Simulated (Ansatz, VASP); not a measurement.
**Al2Cu: VASP beside Ansatz**

Contents of POSCAR:

```
Al2Cu
1.0
    4.0880282815      0.0000000000      0.0000000000
    0.0000000000      4.0880282815      0.0000000000
    0.0000000000      0.0000000000      2.8513253939
Al Cu
2 1
Direct
    0.5000000000      0.0000000000      0.5000000000
    0.0000000000      0.5000000000      0.5000000000
    0.0000000000      0.0000000000      0.0000000000
```

INCAR.step1

```
PREC = Accurate ; ENCUT = 520
ISMEAR = 0 ; SIGMA = 0.15
LREAL = False ; LASPH = True
NELM = 100 ; NBANDS = 16
GGA = PE ; ALGO = Normal
EDIFF = 1E-4 ; LWAVE = True
LCHARG = False
```

The input INCAR.step2:

```
PREC = Accurate ; ENCUT = 520
EDIFF = 1E-6 ; ISMEAR = 0
SIGMA = 0.15 ; LREAL = False
LASPH = True ; NELM = 100
ALGO = Normal ; ISIF = 2
LWAVE = False ; LCHARG = False
METAGGA = R2SCAN ; LMIXTAU = True
NBANDS = 16 ; ISTART = 1
```

KPOINTS

```
Automatic mesh
0
Gamma
  12 12 16
```

Input for Ansatz:

```yaml
crystal:
  lattice:
    - [4.0880282794, 0.0, 0.0]
    - [0.0, 4.0880282794, 0.0]
    - [0.0, 0.0, 2.851325391]
  atoms:
    - { symbol: Al, position: [0.5, 0.0, 0.5] }
    - { symbol: Al, position: [0.0, 0.5, 0.5] }
    - { symbol: Cu, position: [0.0, 0.0, 0.0] }
basis:
  ecutwfc: 500
kpoints:
  mp_grid: { grid: [12, 12, 16] }
hamiltonian:
  xc: r2scan
scf:
  occupations: { method: gaussian, width: 0.15 }
output:
  forces: true
  stress: true
  eigenvalues: true
```

Alike in both runs: task single point; functional r2SCAN; k mesh 12 × 12 × 16; occupations gaussian, width 0.15 eV; no spin polarisation.

```csv
,VASP,Ansatz
version,VASP 6.6.1,Ansatz 0.2.0
potentials or method,"VASP PAW PBE potentials, release 64 (Al, Cu), cutoff 520 eV","scalar-relativistic, plane waves, PAW"
valence electrons in the cell,17,25
```

Ansatz gave:

| Item | Value |
| --- | --- |
| gap on the k mesh at the Fermi level (eV) | none |
| pressure (GPa) | 0.0 |
| traceless stress, the component that is largest in VASP (GPa) | -0.60 |

Question: Which values does VASP return?

Answer: gap on the k mesh at the Fermi level (eV): none; pressure (GPa): -0.2; traceless stress, the component that is largest in VASP (GPa): -0.57.

VASP's potentials were made for PBE, not for r2SCAN. A gap of «none» marks a metal or a gap that the smearing closes. The functional is the same, so the differences come from potentials, cutoffs and numerics. VASP's potentials hold 17 valence electrons a cell and Ansatz's 25, so a difference there can come from the potentials and not from the codes.
